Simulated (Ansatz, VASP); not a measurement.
**Re in VASP and in Ansatz**

File INCAR:

```
PREC = Accurate ; ENCUT = 560
EDIFF = 1E-6 ; ISMEAR = -1
SIGMA = 0.1 ; LREAL = False
LASPH = True ; NELM = 120
ALGO = Normal ; ISIF = 2
LWAVE = False ; LCHARG = False
GGA = CA ; NBANDS = 22
GGA_COMPAT = False
```

KPOINTS

```
Automatic mesh
0
Gamma
  11 11 11
```

POSCAR

```
Re
1.0
    0.0000000000      2.8531028786      2.8531028786
    2.8531028786      0.0000000000      2.8531028786
    2.8531028786      2.8531028786      0.0000000000
Re
2
Direct
    0.1250000000      0.1250000000      0.1250000000
    0.8750000000      0.8750000000      0.8750000000
```

Input for Ansatz:

```yaml
crystal:
  lattice:
    - [0.0, 2.8531028786, 2.8531028786]
    - [2.8531028786, 0.0, 2.8531028786]
    - [2.8531028786, 2.8531028786, 0.0]
  atoms:
    - { symbol: Re, position: [0.125, 0.125, 0.125] }
    - { symbol: Re, position: [0.875, 0.875, 0.875] }
hamiltonian:
  xc: lda
  pseudopotentials:
    kind: paw
    azcp:
      Re: "pseudopotentials/Re.paw.azcp"
basis:
  ecutwfc: 420
  fft_grid_basis: typed
kpoints:
  mp_grid: { grid: [11, 11, 11], shift: [0, 0, 0] }
magnetization:
  spin_polarized: false
scf:
  occupations: { method: fermi_dirac, width: 0.1 }
  lower_state_search: "off"
output:
  stress: true
```

Alike in both runs: task single point; functional LDA; k mesh 11 × 11 × 11; occupations fermi-dirac, width 0.1 eV; no spin polarisation.

|  | VASP | Ansatz |
| --- | --- | --- |
| version | VASP 6.6.1 | Ansatz 0.2.0 |
| potentials or method | VASP PAW LDA potentials, release 64 (Re_sv_GW), cutoff 560 eV | plane waves (420 eV) with PAW, scalar-relativistic |
| valence electrons in the cell | 30 | 30 |

|  | VASP | Ansatz | Ansatz less VASP |
| --- | --- | --- | --- |
| pressure (GPa) | -13.5 | -13.1 | +0.37 |

Ansatz warns that its potentials were made for another functional, while VASP's fit it. LDA's correlation is that of Perdew and Zunger in VASP and of Perdew and Wang (1992) in Ansatz.

Neither program's run includes spin-orbit coupling.
